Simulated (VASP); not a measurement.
# InSb: single point with PBE

InSb:

```xyz
2
Lattice="0.0000 3.2391 3.2391 3.2391 0.0000 3.2391 3.2391 3.2391 0.0000" Properties=species:S:1:pos:R:3 pbc="T T T"
In    0.0000    0.0000    0.0000
Sb    4.8586    4.8586    4.8586
```

- Program: VASP 6.6.1
- Task: single point
- Functional: PBE
- Potentials or basis: VASP PAW PBE potentials, release 64 (In_d, Sb)
- Cutoff: 520 eV
- k mesh: 7 × 7 × 7
- Occupations: fermi-dirac, width 0.05 eV
- Spin: no spin polarisation
- Dipole correction: no
- Further INCAR settings: ALGO = Normal; EDIFF = 1e-07; NBANDS = 16

- Pressure: 3.2 GPa
- Band gap on the k mesh: zero (filled and empty bands touch)

Levels at points of the mesh, in eV from the Fermi level:
| k point | band 7 | band 8 | band 9 | band 10 | band 11 | band 12 |
| --- | --- | --- | --- | --- | --- | --- |
| (0.00, 0.00, 0.00) | -0.23 | -0.04 | -0.04 | -0.04 | 2.92 | 2.92 |

It took 23 s on 1 thread of Intel(R) Xeon(R) Platinum 8259CL CPU @ 2.50GHz (Skylake/Cascade Lake), with other jobs on the host, peak memory 0.21 GiB.

Caveat: spin-orbit coupling is left out, which moves the levels of the heavy elements.
